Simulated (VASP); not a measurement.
Wanted: the native input for a VASP 6.6.1 run.

```
Task                   : relaxation of cell and atoms
Functional             : PBE
Potentials or basis    : VASP PAW PBE potentials, release 64 (Ge_d)
Cutoff                 : 600 eV
k mesh                 : 9 × 9 × 9
Occupations            : fermi-dirac, width 0.05 eV
Spin                   : no spin polarisation
Dipole correction      : no
Further INCAR settings : ALGO = Normal; EDIFF = 1e-07; IBRION = 2; EDIFFG = -0.03; NSW = 60; ISIF = 3
```

The structure of Ge lies in POSCAR:

```
Ge
1.0
   -1.6823942476      1.6823942476      1.6823942476
    1.6823942476     -1.6823942476      1.6823942476
    1.6823942476      1.6823942476     -1.6823942476
Ge
1
Direct
    0.0000000000      0.0000000000      0.0000000000
```

One way to write it, as run:

INCAR

```
PREC = Accurate ; ENCUT = 600
EDIFF = 1E-7 ; ISMEAR = -1
SIGMA = 0.05 ; LREAL = False
LASPH = True ; NELM = 60
ALGO = Normal ; ISIF = 3
LWAVE = False ; LCHARG = False
GGA = PE ; IBRION = 2
NSW = 60 ; EDIFFG = -0.03
```

KPOINTS

```
regular mesh
0
Gamma
  9 9 9
```

Potentials or basis: VASP PAW PBE potentials, release 64 (Ge_d).

Command:

```console
$ cat potpaw_PBE.64/Ge_d/POTCAR > POTCAR
$ mpirun -np 1 vasp_std > vasp.out
```

Results of the run:

```yaml
Pressure_after_relaxing: 0.1 GPa
Band_gap_on_the_k_mesh: zero (band 7 reaches 15.74 eV, above the bottom of band 8 at 3.70 eV)
```

Caveat: the relaxation stopped at its first step, so nothing moved.

It took 3.6 s on 1 thread of Intel(R) Xeon(R) 6975P-C (Granite Rapids) (shared host), peak memory 0.13 GiB.
